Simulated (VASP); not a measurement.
BaH2: single point with PBEsol

Crystal: BaH2.

```
Ba H
1.0
     6.70020    0.00000    0.00000
     0.00000    4.11167    0.00000
     0.00000    0.00000    7.75180
Ba H
4 8
Cartesian
  4.9562 3.0838 0.8633
  5.0941 1.0279 4.7392
  1.6061 3.0838 3.0126
  1.7440 1.0279 6.8885
  2.3719 3.0838 0.6705
  0.9782 1.0279 4.5464
  5.7220 3.0838 3.2054
  4.3283 1.0279 7.0813
  6.4121 3.0838 6.4030
  3.6382 1.0279 2.5271
  3.0620 3.0838 5.2247
  0.2881 1.0279 1.3488
```

```yaml
Program: VASP 6.6.1
Task: single point
Functional: PBEsol
Potentials_or_basis: VASP PAW PBE potentials, release 64 (Ba_sv, H)
Cutoff: 520 eV
k_mesh: 4 × 7 × 4
Occupations: fermi-dirac, width 0.05 eV
Spin: no spin polarisation
```

```json
{
 "Pressure": "0.4 GPa",
 "Largest force": "0.348 eV/Å",
 "Band gap on the k mesh": "2.72 eV (least direct gap 3.24 eV)"
}
```

Forces on the atoms (eV/Å):
```
Ba  -0.032  0.000 -0.121
Ba   0.032  0.000 -0.121
Ba  -0.032  0.000  0.121
Ba   0.032  0.000  0.121
H    0.047  0.000 -0.345
H   -0.047  0.000 -0.345
H    0.047  0.000  0.345
H   -0.047  0.000  0.345
H    0.162  0.000 -0.153
H   -0.162  0.000 -0.153
H    0.162  0.000  0.153
H   -0.162  0.000  0.153
```

Stress tensor (GPa, compression positive):
```
 0.50  0.00  0.00
 0.00 -0.54  0.00
 0.00  0.00  1.28
```

Levels at points of the mesh, in eV from the valence-band top:
```tsv
k point	band 20	band 21	band 22	band 23	band 24	band 25	band 26	band 27	band 28	band 29
(0.00, 0.00, 0.00)	-0.92	-0.81	-0.58	-0.14	-0.04	3.39	3.76	4.01	4.32	4.58
(0.50, 0.00, 0.00)	-1.39	-0.62	-0.62	-0.06	-0.06	3.25	3.25	3.72	3.72	4.31
(0.00, 0.00, 0.50)	-1.09	-0.56	-0.56	-0.28	-0.28	3.18	3.18	3.62	3.62	4.80
(0.50, 0.00, 0.50)	-1.52	-0.75	-0.75	-0.44	-0.44	3.17	3.17	3.29	3.29	4.92
```

It took 6.4 min on 1 thread of Oxide Virtual Turin-like Processor, on a shared host, peak memory 0.39 GiB.

Caveat: the PAW data sets were made with another functional, which shifts forces and pressure a little; spin-orbit coupling is left out, which moves the levels of the heavy elements; an odd mesh through Γ misses points on the zone boundary, where band edges can lie.
